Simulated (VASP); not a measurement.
# Cu12H in VASP: single point with PBE+D3(BJ)

Aim: the single point of Cu12H with PBE+D3(BJ).

Everything below comes from runs of VASP 6.6.1. Logs are shortened: lines on timing, memory, paths and dates and some standing lists are left out, and cuts for length are marked.

## 1. The cell of the first run

The cell holds a slab with vacuum, 13 atoms: a = 5.038 Å, b = 5.038 Å, c = 20.662 Å, α = 90.00°, β = 90.00°, γ = 90.00°.

## 2. Single point, PBE+D3(BJ)

Input file INCAR:

```
PREC     = Accurate       # precision mode
ENCUT    = 520            # plane-wave cutoff, eV
EDIFF    = 1E-6           # SCF threshold, eV
ISMEAR   = 0              # smearing method
SIGMA    = 0.1            # smearing width, eV
LREAL    = F              # projectors in reciprocal space
LASPH    = T              # aspherical terms in the spheres
NELM     = 80             # most SCF steps
ALGO     = Normal         # electronic algorithm
ISIF     = 2              # what is computed and relaxed
LWAVE    = F              # write WAVECAR
LCHARG   = T              # write CHGCAR
LDIPOL   = T            
IDIPOL   = 3            
DIPOL    = 0.5 0.5 0.295
GGA      = PE             # functional
IVDW     = 12             # dispersion correction
LELF     = T              # ELF
LVHAR    = T            
LVACPOTAV= T            
NBANDS   = 78             # bands
```

Input file KPOINTS:

```
Automatic mesh
0
Gamma
  5 5 1
```

Input file POSCAR:

```
Cu12H
1.0
    5.0378287988      0.0000000000      0.0000000000
    0.0000000000      5.0378287988      0.0000000000
    0.0000000000      0.0000000000     20.6622829064
Cu H
12 1
Direct
    0.2500000000      0.2500000000      0.1935894508
    0.2500000000      0.7500000000      0.1935894508
    0.7500000000      0.2500000000      0.1935894508
    0.7500000000      0.7500000000      0.1935894508
    0.0000000000      0.0000000000      0.2797919997
    0.0000000000      0.5000000000      0.2797919997
    0.5000000000      0.0000000000      0.2797919997
    0.5000000000      0.5000000000      0.2797919997
    0.2500000000      0.2500000000      0.3659945486
    0.2500000000      0.7500000000      0.3659945486
    0.7500000000      0.2500000000      0.3659945486
    0.7500000000      0.7500000000      0.3659945486
    0.3333333333      0.3333333333      0.4724687466
```

Potentials or basis: VASP PAW PBE potentials, release 64 (Cu, H).

Command:

```
$ cat potpaw_PBE.64/Cu/POTCAR potpaw_PBE.64/H/POTCAR > POTCAR
$ mpirun -np 1 vasp_std > vasp.out
```

OUTCAR:

```text
PREC = Accurate
   ENCUT = 520
   EDIFF = 1E-6
   ISMEAR = 0
   LREAL = F
   LASPH = T
   NELM = 80
   ISIF = 2
   GGA = PE
   IVDW = 12
 IVDW          = 12

 ion  position               nearest neighbor table
   1  0.250  0.250  0.194-   5 2.52   6 2.52   7 2.52   8 2.52   2 2.52   3 2.52   2 2.52   3 2.52

   2  0.250  0.750  0.194-   5 2.52   6 2.52   7 2.52   8 2.52   1 2.52   4 2.52   1 2.52   4 2.52

   3  0.750  0.250  0.194-   5 2.52   6 2.52   7 2.52   8 2.52   1 2.52   4 2.52   4 2.52   1 2.52
[... 15 lines left out ...]
  11  0.750  0.250  0.366-   5 2.52   6 2.52   7 2.52   8 2.52   9 2.52  12 2.52  12 2.52   9 2.52

  12  0.750  0.750  0.366-   5 2.52   6 2.52   7 2.52   8 2.52  10 2.52  11 2.52  11 2.52  10 2.52

  13  0.333  0.333  0.472-

  LATTYP: Found a simple tetragonal cell.
 ALAT       =     5.0378287988
 C/A-ratio  =     4.1014261762

  Lattice vectors:

 A1 = (   5.0378287988,   0.0000000000,   0.0000000000)
 A2 = (   0.0000000000,   5.0378287988,   0.0000000000)
 A3 = (   0.0000000000,   0.0000000000,  20.6622829064)

Analysis of symmetry for initial positions (statically):
=====================================================================
 Subroutine PRICEL returns:
 Original cell was already a primitive cell.

 Routine SETGRP: Setting up the symmetry group for a
 simple tetragonal supercell.

 Subroutine GETGRP returns: Found  2 space group operations
 (whereof  2 operations were pure point group operations)
 out of a pool of 16 trial point group operations.

The static configuration has the point symmetry C_1h.

Analysis of symmetry for dynamics (positions and initial velocities):
=====================================================================
 Subroutine PRICEL returns:
 Original cell was already a primitive cell.

 Routine SETGRP: Setting up the symmetry group for a
 simple tetragonal supercell.

 Subroutine GETGRP returns: Found  2 space group operations
 (whereof  2 operations were pure point group operations)
 out of a pool of 16 trial point group operations.

The dynamic configuration has the point symmetry C_1h.

 Subroutine INISYM returns: Found  2 space group operations
 (whereof  2 operations are pure point group operations),
 and found     1 'primitive' translations

----------------------------------------------------------------------------------------

                                     Primitive cell

  volume of cell :     524.4029

  direct lattice vectors                    reciprocal lattice vectors
     5.037828799  0.000000000  0.000000000     0.198498210  0.000000000  0.000000000
     0.000000000  5.037828799  0.000000000     0.000000000  0.198498210  0.000000000
     0.000000000  0.000000000 20.662282906     0.000000000  0.000000000  0.048397363

  length of vectors
     5.037828799  5.037828799 20.662282906     0.198498210  0.198498210  0.048397363

  position of ions in fractional coordinates (direct lattice)
     0.250000000  0.250000000  0.193589451
     0.250000000  0.750000000  0.193589451
     0.750000000  0.250000000  0.193589451
     0.750000000  0.750000000  0.193589451
     0.000000000  0.000000000  0.279792000
     0.000000000  0.500000000  0.279792000
     0.500000000  0.000000000  0.279792000
     0.500000000  0.500000000  0.279792000
     0.250000000  0.250000000  0.365994549
     0.250000000  0.750000000  0.365994549
     0.750000000  0.250000000  0.365994549
     0.750000000  0.750000000  0.365994549
     0.333333333  0.333333333  0.472468747

  ion indices of the primitive-cell ions
   primitive index   ion index
                 1           1
                 2           2
                 3           3
                 4           4
                 5           5
                 6           6
                 7           7
                 8           8
                 9           9
                10          10
                11          11
                12          12
                13          13

----------------------------------------------------------------------------------------

 KPOINTS: Automatic mesh

Automatic generation of k-mesh.
 Grid dimensions read from file:
 generate k-points for:    5    5    1

 Generating k-lattice:

  Cartesian coordinates                     Fractional coordinates (reciprocal lattice)
     0.039699642  0.000000000  0.000000000     0.200000000  0.000000000  0.000000000
     0.000000000  0.039699642  0.000000000     0.000000000  0.200000000  0.000000000
     0.000000000  0.000000000  0.048397363     0.000000000  0.000000000  1.000000000

  Length of vectors
     0.039699642  0.039699642  0.048397363

  Shift w.r.t. Gamma in fractional coordinates (k-lattice)
     0.000000000  0.000000000  0.000000000

 Subroutine IBZKPT returns following result:
 ===========================================

 Found      9 irreducible k-points:

 Following reciprocal coordinates:
            Coordinates               Weight
  0.000000  0.000000  0.000000      1.000000
  0.200000  0.000000  0.000000      4.000000
  0.400000  0.000000  0.000000      4.000000
  0.200000  0.200000  0.000000      2.000000
 -0.200000  0.200000  0.000000      2.000000
  0.400000  0.200000  0.000000      4.000000
 -0.200000  0.400000  0.000000      4.000000
  0.400000  0.400000  0.000000      2.000000
 -0.400000  0.400000  0.000000      2.000000
   k-points           NKPTS =      9   k-points in BZ     NKDIM =      9   number of bands    NBANDS=     78
   number of dos      NEDOS =    301   number of ions     NIONS =     13
   total plane-waves  NPLWV = 256000
   dimension x,y,z NGX =    40 NGY =   40 NGZ =  160
   dimension x,y,z NGXF=    80 NGYF=   80 NGZF=  320
   ions per type =              12   1
   NGX,Y,Z   is equivalent  to a cutoff of  13.20, 13.20, 12.87 a.u.
   NGXF,Y,Z  is equivalent  to a cutoff of  26.40, 26.40, 25.75 a.u.
 SYSTEM =  unknown system
   PREC   = accura    normal or accurate (medium, high low for compatibility)
   ISTART =      0    job   : 0-new  1-cont  2-samecut
   ICHARG =      2    charge: 1-file 2-atom 10-const
   ISPIN  =      1    spin polarized calculation?
   LNONCOLLINEAR =      F non collinear calculations
   LSORBIT =      F    spin-orbit coupling
   LASPH  =      T    aspherical Exc in radial PAW
   ENCUT  =  520.0 eV  38.22 Ry    6.18 a.u.   9.37  9.37 38.42*2*pi/ulx,y,z
   NELM   =     80;   NELMIN=  2; NELMDL= -5     # of ELM steps
   EDIFF  = 0.1E-05   stopping-criterion for ELM
   LREAL  =      F    real-space projection
   EDIFFG = 0.1E-04   stopping-criterion for IOM
   NSW    =      0    number of steps for IOM
   IBRION =     -1    ionic relax: 0-MD 1-quasi-New 2-CG
   NFREE  =      0    steps in history (QN), initial steepest desc. (CG)
   ISIF   =      2    stress and relaxation
   ISYM   =      2    0-nonsym 1-usesym 2-fastsym
   POTIM  = 0.5000    time-step for ionic-motion
   TEBEG  =    0.0;   TEEND  =   0.0 temperature during run
   PSTRESS=    0.0 pullay stress
   NELECT =     133.0000    total number of electrons
   NUPDOWN=      -1.0000    fix difference up-down
   EMIN   =  10.00;   EMAX   =-10.00  energy-range for DOS
   EFERMI =   0.00;   METHOD = LEGACY
   ISMEAR =     0;   SIGMA  =   0.10  broadening in eV -4-tet -1-fermi 0-gaus
   EFERMI_NEDOS =   21; number of points for ismear=-14 and -15
   IALGO  =     38    algorithm
   IMIX   =      4    mixing-type and parameters
     AMIX     =   0.40;   BMIX     =  1.00
     AMIX_MAG =   1.60;   BMIX_MAG =  1.00
  volume/ion in A,a.u.               =      40.34       272.22
  Fermi-wavevector in a.u.,A,eV,Ry     =   1.036264  1.958255 14.610517  1.073843
  Thomas-Fermi vector in A             =   2.170646
   LORBIT       =      0    0 simple, 1 ext, 2 COOP (PROOUT), +10 PAW based schemes
   GGA     = PE    functional components
   LHFCALC =     F    Hartree Fock is set to
   AEXX    =    0.0000 exact exchange contribution
   IVDW    =    12    specifies the selected vdW correction
   LEPSILON=     F    determine dielectric tensor
   LRPA    =     F    only Hartree local field effects (RPA)
 non-spin polarized calculation
 Gauss-broadening in eV      SIGMA  =   0.10
  energy-cutoff  :      520.00
  volume of cell :      524.40
 maximum number of plane-waves:     14177
 NGX is ok and might be reduce to    40
   NGX = 19   NGY = 19   NGZ = 77

 dipolmoment           0.000000      0.000000     -0.097515 electrons x Angstroem

 number of electron     132.9999975 magnetization

 dipolmoment           0.000000      0.000000      0.176149 electrons x Angstroem

 Free energy of the ion-electron system (eV)
  ---------------------------------------------------
  ext. energy  EPLUGINS =         0.00000000
  ---------------------------------------------------
  free energy    TOTEN  =       -41.97261233 eV

  energy without entropy =      -41.95509516  energy(sigma->0) =      -41.96385375

 E-fermi :  -1.6093     XC(G=0):  -4.4762

 val. band max:       -1.6295712243   @ k =   0.0000   0.0000   0.0000
 cond. band min:      -1.5660960517   @ k =   0.0000   0.0000   0.0000
 fundamental gap:      0.0634751726
 Fermi energy:        -1.6093170477

 k-point     1 :       0.0000    0.0000    0.0000
  band No.  band energies     occupation
      1     -10.1966      2.00000
      2      -7.6380      2.00000
      3      -6.5901      2.00000
      4      -6.5900      2.00000
      5      -6.4311      2.00000
      6      -6.3460      2.00000
[... 718 lines left out ...]
     77       4.5731      0.00000
     78       4.6019      0.00000

------------------------ aborting loop because EDIFF is reached ----------------------------------------

 Edisp (eV)   -4.47668

 E8    (eV) :    -2.0097

  FORCE on cell =-STRESS in cart. coord.  units (eV):
  Direction    XX          YY          ZZ          XY          YZ          ZX
  --------------------------------------------------------------------------------------
  -------------------------------------------------------------------------------------
  Total      -5.16443    -5.16443    -3.34127    -0.01948    -0.28963    -0.28963
  in kB     -15.77857   -15.77857   -10.20839    -0.05951    -0.88489    -0.88489
  external pressure =      -13.92 kB  Pullay stress =        0.00 kB

 VOLUME and BASIS-vectors are now :
 -----------------------------------------------------------------------------
  energy-cutoff  :      520.00
  volume of cell :      524.40
      direct lattice vectors                 reciprocal lattice vectors
     5.037828799  0.000000000  0.000000000     0.198498210  0.000000000  0.000000000
     0.000000000  5.037828799  0.000000000     0.000000000  0.198498210  0.000000000
     0.000000000  0.000000000 20.662282906     0.000000000  0.000000000  0.048397363

 POSITION                                       TOTAL-FORCE (eV/Angst)
 -----------------------------------------------------------------------------------
      1.25946      1.25946      4.00000         0.019248      0.019248     -0.016306
      1.25946      3.77837      4.00000         0.018206     -0.018287     -0.039584
      3.77837      1.25946      4.00000        -0.018287      0.018206     -0.039584
      3.77837      3.77837      4.00000        -0.017163     -0.017163     -0.059893
      0.00000      0.00000      5.78114         0.056974      0.056974      0.056125
      0.00000      2.51891      5.78114        -0.002945     -0.052542     -0.039544
      2.51891      0.00000      5.78114        -0.052542     -0.002945     -0.039544
      2.51891      2.51891      5.78114         0.003016      0.003016     -0.089227
      1.25946      1.25946      7.56228         0.220672      0.220672      1.467888
      1.25946      3.77837      7.56228         0.007108     -0.118830      0.297162
      3.77837      1.25946      7.56228        -0.118830      0.007108      0.297162
      3.77837      3.77837      7.56228         0.009119      0.009119      0.008722
      1.67928      1.67928      9.76228        -0.124577     -0.124577     -1.803377
 -----------------------------------------------------------------------------------
    total drift:                                0.000020      0.000020      0.000381

  FREE ENERGIE OF THE ION-ELECTRON SYSTEM (eV)
  ---------------------------------------------------
  free  energy   TOTEN  =       -46.4492883094 eV

  energy  without entropy=      -46.4317711458  energy(sigma->0) =      -46.44052973

 vacuum level on the upper side and lower side of the slab         4.158         2.902
```

Wall time 14 min (1 thread of Intel Xeon Platinum 8559C (Emerald Rapids), shared host); peak memory 0.65 GiB.

Results:

| Property | Result |
| --- | --- |
| Free energy | -46.4493 eV |
| Largest force | 1.812 eV/Å |
| Band gap on the k mesh | zero (an odd number of electrons rules out a gap without spin polarisation) |
| Dispersion energy per atom | -0.344 eV |

Forces on the atoms (eV/Å):
```
Cu   0.019  0.019 -0.016
Cu   0.018 -0.018 -0.040
Cu  -0.018  0.018 -0.040
Cu  -0.017 -0.017 -0.060
Cu   0.057  0.057  0.056
Cu  -0.003 -0.053 -0.040
Cu  -0.053 -0.003 -0.040
Cu   0.003  0.003 -0.089
Cu   0.221  0.221  1.468
Cu   0.007 -0.119  0.297
Cu  -0.119  0.007  0.297
Cu   0.009  0.009  0.009
H   -0.125 -0.125 -1.803
```

Levels at points of the mesh, in eV from the Fermi level:
```csv
k point,band 63,band 64,band 65,band 66,band 67,band 68,band 69,band 70,band 71,band 72
"(0.00, 0.00, 0.00)",-1.05,-0.18,-0.12,-0.09,-0.04,-0.02,0.04,0.25,2.08,3.05
```

The gap in the log of VASP goes by the Fermi energy; the results here count the filled bands.